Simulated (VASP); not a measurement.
# GaAs (r.bp) (F-43m) in VASP: single point with PBEsol

Aim: the single point of GaAs (r.bp) with PBEsol.

All numbers are computed with VASP 6.6.1; they aren't measurements. Logs are shortened: lines on timing, memory, paths and dates and some standing lists are left out, and cuts for length are marked.

## 1. The cell of the first run

It takes space group F-43m (No. 216, cubic). The conventional cell has a = 5.645 Å, b = 5.645 Å, c = 5.645 Å, α = 90.00°, β = 90.00°, γ = 90.00°. Within 3.2 Å of Ga (site symmetry -43m) lie 4 As at 2.44 Å. As (site symmetry -43m) has 4 Ga at 2.44 Å within 3.2 Å.

## 2. Single point, PBEsol

The input, INCAR:

```
PREC = Accurate
ENCUT = 500
EDIFF = 1E-6
ISMEAR = 0
SIGMA = 0.02
LREAL = False
LASPH = True
NELM = 120
ALGO = Normal
ISIF = 2
LWAVE = False
LCHARG = True
GGA = PS
LELF = True
LVHAR = True
NBANDS = 16
GGA_COMPAT = False
```

The input, KPOINTS:

```
Automatic mesh
0
Gamma
  8 8 8
```

The input, POSCAR:

```
GaAs
1.0
    0.0000000000      2.8224809141      2.8224809141
    2.8224809141      0.0000000000      2.8224809141
    2.8224809141      2.8224809141      0.0000000000
Ga As
1 1
Direct
    0.0000000000      0.0000000000      0.0000000000
    0.2500000000      0.2500000000      0.2500000000
```

Potentials or basis: VASP PAW PBE potentials, release 64 (Ga_d, As).

The run is started by

```sh
> cat potpaw_PBE.64/Ga_d/POTCAR potpaw_PBE.64/As/POTCAR > POTCAR
> mpirun -np 1 vasp_std > vasp.out
```

OUTCAR:

```text
PREC = Accurate
   ENCUT = 500
   EDIFF = 1E-6
   ISMEAR = 0
   LREAL = False
   LASPH = True
   NELM = 120
   ISIF = 2
   GGA = PS

 ion  position               nearest neighbor table
   1  0.000  0.000  0.000-   2 2.44   2 2.44   2 2.44   2 2.44
   2  0.250  0.250  0.250-   1 2.44   1 2.44   1 2.44   1 2.44

  LATTYP: Found a face centered cubic cell.
 ALAT       =     5.6449618282

  Lattice vectors:

 A1 = (   0.0000000000,   2.8224809141,   2.8224809141)
 A2 = (   2.8224809141,   0.0000000000,   2.8224809141)
 A3 = (   2.8224809141,   2.8224809141,   0.0000000000)

Analysis of symmetry for initial positions (statically):
=====================================================================
 Subroutine PRICEL returns:
 Original cell was already a primitive cell.

 Routine SETGRP: Setting up the symmetry group for a
 face centered cubic supercell.

 Subroutine GETGRP returns: Found 24 space group operations
 (whereof 24 operations were pure point group operations)
 out of a pool of 48 trial point group operations.

The static configuration has the point symmetry T_d .

Analysis of symmetry for dynamics (positions and initial velocities):
=====================================================================
 Subroutine PRICEL returns:
 Original cell was already a primitive cell.

 Routine SETGRP: Setting up the symmetry group for a
 face centered cubic supercell.

 Subroutine GETGRP returns: Found 24 space group operations
 (whereof 24 operations were pure point group operations)
 out of a pool of 48 trial point group operations.

The dynamic configuration has the point symmetry T_d .

 Subroutine INISYM returns: Found 24 space group operations
 (whereof 24 operations are pure point group operations),
 and found     1 'primitive' translations

----------------------------------------------------------------------------------------

                                     Primitive cell

  volume of cell :      44.9700

  direct lattice vectors                    reciprocal lattice vectors
     0.000000000  2.822480914  2.822480914    -0.177149116  0.177149116  0.177149116
     2.822480914  0.000000000  2.822480914     0.177149116 -0.177149116  0.177149116
     2.822480914  2.822480914  0.000000000     0.177149116  0.177149116 -0.177149116

  length of vectors
     3.991590788  3.991590788  3.991590788     0.306831270  0.306831270  0.306831270

  position of ions in fractional coordinates (direct lattice)
     0.000000000  0.000000000  0.000000000
     0.250000000  0.250000000  0.250000000

  ion indices of the primitive-cell ions
   primitive index   ion index
                 1           1
                 2           2

----------------------------------------------------------------------------------------

 KPOINTS: Automatic mesh

Automatic generation of k-mesh.
 Grid dimensions read from file:
 generate k-points for:    8    8    8

 Generating k-lattice:

  Cartesian coordinates                     Fractional coordinates (reciprocal lattice)
    -0.022143640  0.022143640  0.022143640     0.125000000  0.000000000  0.000000000
     0.022143640 -0.022143640  0.022143640     0.000000000  0.125000000  0.000000000
     0.022143640  0.022143640 -0.022143640     0.000000000  0.000000000  0.125000000

  Length of vectors
     0.038353909  0.038353909  0.038353909

  Shift w.r.t. Gamma in fractional coordinates (k-lattice)
     0.000000000  0.000000000  0.000000000

 Subroutine IBZKPT returns following result:
 ===========================================

 Found     29 irreducible k-points:

 Following reciprocal coordinates:
            Coordinates               Weight
  0.000000  0.000000  0.000000      1.000000
  0.125000  0.000000  0.000000      8.000000
  0.250000  0.000000  0.000000      8.000000
  0.375000  0.000000  0.000000      8.000000
  0.500000  0.000000  0.000000      4.000000
  0.125000  0.125000  0.000000      6.000000
[... 16 lines left out ...]
  0.500000  0.250000  0.125000     48.000000
 -0.375000  0.250000  0.125000     24.000000
 [... further k-points ...]
   k-points           NKPTS =     29   k-points in BZ     NKDIM =     29   number of bands    NBANDS=     16
   number of dos      NEDOS =    301   number of ions     NIONS =      2
   total plane-waves  NPLWV =  27000
   dimension x,y,z NGX =    30 NGY =   30 NGZ =   30
   dimension x,y,z NGXF=    60 NGYF=   60 NGZF=   60
   ions per type =               1   1
   NGX,Y,Z   is equivalent  to a cutoff of  12.49, 12.49, 12.49 a.u.
   NGXF,Y,Z  is equivalent  to a cutoff of  24.99, 24.99, 24.99 a.u.
 SYSTEM =  unknown system
   PREC   = accura    normal or accurate (medium, high low for compatibility)
   ISTART =      0    job   : 0-new  1-cont  2-samecut
   ICHARG =      2    charge: 1-file 2-atom 10-const
   ISPIN  =      1    spin polarized calculation?
   LNONCOLLINEAR =      F non collinear calculations
   LSORBIT =      F    spin-orbit coupling
   LASPH  =      T    aspherical Exc in radial PAW
   ENCUT  =  500.0 eV  36.75 Ry    6.06 a.u.   7.28  7.28  7.28*2*pi/ulx,y,z
   NELM   =    120;   NELMIN=  2; NELMDL= -5     # of ELM steps
   EDIFF  = 0.1E-05   stopping-criterion for ELM
   LREAL  =      F    real-space projection
   EDIFFG = 0.1E-04   stopping-criterion for IOM
   NSW    =      0    number of steps for IOM
   IBRION =     -1    ionic relax: 0-MD 1-quasi-New 2-CG
   NFREE  =      0    steps in history (QN), initial steepest desc. (CG)
   ISIF   =      2    stress and relaxation
   ISYM   =      2    0-nonsym 1-usesym 2-fastsym
   POTIM  = 0.5000    time-step for ionic-motion
   TEBEG  =    0.0;   TEEND  =   0.0 temperature during run
   PSTRESS=    0.0 pullay stress
   NELECT =      18.0000    total number of electrons
   NUPDOWN=      -1.0000    fix difference up-down
   EMIN   =  10.00;   EMAX   =-10.00  energy-range for DOS
   EFERMI =   0.00;   METHOD = LEGACY
   ISMEAR =     0;   SIGMA  =   0.02  broadening in eV -4-tet -1-fermi 0-gaus
   EFERMI_NEDOS =   21; number of points for ismear=-14 and -15
   IALGO  =     38    algorithm
   IMIX   =      4    mixing-type and parameters
     AMIX     =   0.40;   BMIX     =  1.00
     AMIX_MAG =   1.60;   BMIX_MAG =  1.00
  volume/ion in A,a.u.               =      22.49       151.74
  Fermi-wavevector in a.u.,A,eV,Ry     =   1.206493  2.279940 19.804971  1.455624
  Thomas-Fermi vector in A             =   2.342158
   LORBIT       =      0    0 simple, 1 ext, 2 COOP (PROOUT), +10 PAW based schemes
   GGA     = PS    functional components
   LHFCALC =     F    Hartree Fock is set to
   AEXX    =    0.0000 exact exchange contribution
   IVDW    =     0    specifies the selected vdW correction
   LEPSILON=     F    determine dielectric tensor
   LRPA    =     F    only Hartree local field effects (RPA)
 non-spin polarized calculation
 Gauss-broadening in eV      SIGMA  =   0.02
  energy-cutoff  :      500.00
  volume of cell :       44.97
 maximum number of plane-waves:      1158
 NGX is ok and might be reduce to    30
   NGX = 15   NGY = 15   NGZ = 15

 number of electron      17.9999999 magnetization

 Free energy of the ion-electron system (eV)
  ---------------------------------------------------
  ext. energy  EPLUGINS =         0.00000000
  ---------------------------------------------------
  free energy    TOTEN  =        -9.08651494 eV

  energy without entropy =       -9.08651494  energy(sigma->0) =       -9.08651494

 E-fermi :   3.9511     XC(G=0):  -9.7931

 val. band max:        3.8494664323   @ k =   0.0000   0.0000   0.0000
 cond. band min:       4.3395163638   @ k =   0.0000   0.0000   0.0000
 fundamental gap:      0.4900499315
 Fermi energy:         3.9511268028

 k-point     1 :       0.0000    0.0000    0.0000
  band No.  band energies     occupation
      1     -10.9360      2.00000
      2     -10.9360      2.00000
      3     -10.9360      2.00000
      4     -10.8549      2.00000
      5     -10.8549      2.00000
      6      -8.9367      2.00000
[... 8 lines left out ...]
     15      13.9697      0.00000
     16      13.9697      0.00000

 k-point     2 :       0.1250    0.0000    0.0000
  band No.  band energies     occupation
      1     -10.9502      2.00000
      2     -10.9324      2.00000
      3     -10.9324      2.00000
      4     -10.8550      2.00000
      5     -10.8550      2.00000
      6      -8.7517      2.00000
[... 8 lines left out ...]
     15      13.0700      0.00000
     16      13.0700      0.00000

 k-point     3 :       0.2500    0.0000    0.0000
  band No.  band energies     occupation
      1     -10.9811      2.00000
      2     -10.9245      2.00000
      3     -10.9245      2.00000
      4     -10.8546      2.00000
      5     -10.8546      2.00000
      6      -8.2350      2.00000
[... 8 lines left out ...]
     15      12.8226      0.00000
     16      12.8226      0.00000

 k-point     4 :       0.3750    0.0000    0.0000
  band No.  band energies     occupation
      1     -11.0085      2.00000
      2     -10.9182      2.00000
      3     -10.9182      2.00000
      4     -10.8524      2.00000
      5     -10.8524      2.00000
      6      -7.5411      2.00000
[... 8 lines left out ...]
     15      14.0007      0.00000
     16      14.0007      0.00000

 k-point     5 :       0.5000    0.0000    0.0000
  band No.  band energies     occupation
      1     -11.0191      2.00000
      2     -10.9162      2.00000
      3     -10.9162      2.00000
      4     -10.8509      2.00000
      5     -10.8509      2.00000
      6      -7.1434      2.00000
[... 8 lines left out ...]
     15      15.6861      0.00000
     16      15.6861      0.00000

 k-point     6 :       0.1250    0.1250    0.0000
  band No.  band energies     occupation
      1     -10.9581      2.00000
      2     -10.9289      2.00000
      3     -10.9289      2.00000
      4     -10.8579      2.00000
      5     -10.8529      2.00000
      6      -8.6902      2.00000
[... 8 lines left out ...]
     15      12.5943      0.00000
     16      14.2225      0.00000

 k-point     7 :       0.2500    0.1250    0.0000
  band No.  band energies     occupation
      1     -10.9826      2.00000
      2     -10.9223      2.00000
      3     -10.9207      2.00000
      4     -10.8604      2.00000
      5     -10.8512      2.00000
      6      -8.2827      2.00000
[... 8 lines left out ...]
     15      13.8116      0.00000
     16      14.0158      0.00000

 k-point     8 :       0.3750    0.1250    0.0000
  band No.  band energies     occupation
      1     -11.0076      2.00000
      2     -10.9168      2.00000
      3     -10.9137      2.00000
      4     -10.8595      2.00000
      5     -10.8497      2.00000
      6      -7.6309      2.00000
[... 8 lines left out ...]
     15      13.9424      0.00000
     16      14.8224      0.00000

 k-point     9 :       0.5000    0.1250    0.0000
  band No.  band energies     occupation
      1     -11.0212      2.00000
      2     -10.9141      2.00000
      3     -10.9112      2.00000
      4     -10.8556      2.00000
      5     -10.8502      2.00000
      6      -7.0693      2.00000
[... 8 lines left out ...]
     15      15.1130      0.00000
     16      15.6864      0.00000
[... 172 lines left out ...]
 k-point    19 :       0.5000    0.3750    0.0000
  band No.  band energies     occupation
      1     -11.0446      2.00000
      2     -10.8926      2.00000
      3     -10.8894      2.00000
      4     -10.8764      2.00000
      5     -10.8438      2.00000
      6      -6.5554      2.00000
[... 8 lines left out ...]
     15      16.2982      0.00000
     16      16.7057      0.00000

 k-point    20 :      -0.3750    0.3750    0.0000
  band No.  band energies     occupation
      1     -11.0395      2.00000
      2     -10.8999      2.00000
      3     -10.8926      2.00000
      4     -10.8694      2.00000
      5     -10.8481      2.00000
      6      -6.4294      2.00000
[... 8 lines left out ...]
     15      14.3434      0.00000
     16      18.0465      0.00000

 k-point    21 :       0.5000    0.5000    0.0000
  band No.  band energies     occupation
      1     -11.0511      2.00000
      2     -10.8856      2.00000
      3     -10.8856      2.00000
      4     -10.8816      2.00000
      5     -10.8417      2.00000
      6      -6.3936      2.00000
[... 8 lines left out ...]
     15      17.1487      0.00000
     16      17.1719      0.00000

 k-point    22 :       0.3750    0.2500    0.1250
  band No.  band energies     occupation
      1     -11.0041      2.00000
      2     -10.9150      2.00000
      3     -10.9122      2.00000
      4     -10.8632      2.00000
      5     -10.8496      2.00000
      6      -7.7999      2.00000
[... 8 lines left out ...]
     15      14.7057      0.00000
     16      15.1771      0.00000

 k-point    23 :       0.5000    0.2500    0.1250
  band No.  band energies     occupation
      1     -11.0211      2.00000
      2     -10.9114      2.00000
      3     -10.9053      2.00000
      4     -10.8619      2.00000
      5     -10.8500      2.00000
      6      -7.1575      2.00000
[... 8 lines left out ...]
     15      14.6112      0.00000
     16      16.0188      0.00000

 k-point    24 :      -0.3750    0.2500    0.1250
  band No.  band energies     occupation
      1     -11.0274      2.00000
      2     -10.9107      2.00000
      3     -10.9028      2.00000
      4     -10.8595      2.00000
      5     -10.8513      2.00000
      6      -6.7966      2.00000
[... 8 lines left out ...]
     15      15.3528      0.00000
     16      15.9257      0.00000

 [... further k-points ...]
[... 5 lines left out ...]
  --------------------------------------------------------------------------------------
  -------------------------------------------------------------------------------------
  Total        0.1866869      0.1866869      0.1866869      0.0000000      0.0000000     -0.0000000
  in kB        6.6512211      6.6512211      6.6512211      0.0000000      0.0000000     -0.0000000
  external PRESSURE =       6.6512211 kB  Pullay stress =       0.0000000 kB

 VOLUME and BASIS-vectors are now :
 -----------------------------------------------------------------------------
  energy-cutoff  :      500.00
  volume of cell :       44.97
      direct lattice vectors                 reciprocal lattice vectors
     0.000000000  2.822480914  2.822480914    -0.177149116  0.177149116  0.177149116
     2.822480914  0.000000000  2.822480914     0.177149116 -0.177149116  0.177149116
     2.822480914  2.822480914  0.000000000     0.177149116  0.177149116 -0.177149116

 POSITION                                       TOTAL-FORCE (eV/Angst)
 -----------------------------------------------------------------------------------
      0.00000      0.00000      0.00000        -0.000000     -0.000000     -0.000000
      1.41124      1.41124      1.41124         0.000000      0.000000      0.000000
 -----------------------------------------------------------------------------------
    total drift:                               -0.000000     -0.000000     -0.000000

  FREE ENERGIE OF THE ION-ELECTRON SYSTEM (eV)
  ---------------------------------------------------
  free  energy   TOTEN  =        -9.0865149350 eV

  energy  without entropy=       -9.0865149350  energy(sigma->0) =       -9.08651494
```

It took 25 s on 1 thread of AMD EPYC 9R14 (Zen 4), shared host; peak memory 0.14 GiB.

Results:

```
Free energy            : -9.0865 eV
Pressure               : 0.7 GPa
Band gap on the k mesh : 0.49 eV, direct
```

Levels at points of the mesh, in eV from the valence-band top:
| k point | band 6 | band 7 | band 8 | band 9 | band 10 | band 11 | band 12 | band 13 |
| --- | --- | --- | --- | --- | --- | --- | --- | --- |
| (0.00, 0.00, 0.00) | -12.79 | 0.00 | 0.00 | 0.00 | 0.49 | 3.69 | 3.69 | 3.69 |
| (0.50, 0.00, 0.00) | -10.99 | -6.71 | -1.16 | -1.16 | 0.94 | 4.58 | 4.58 | 7.58 |
| (0.50, 0.50, 0.00) | -10.24 | -6.87 | -2.71 | -2.71 | 1.34 | 1.57 | 10.16 | 10.16 |

Caveat: the PAW data sets were made with another functional, which shifts forces and pressure a little.
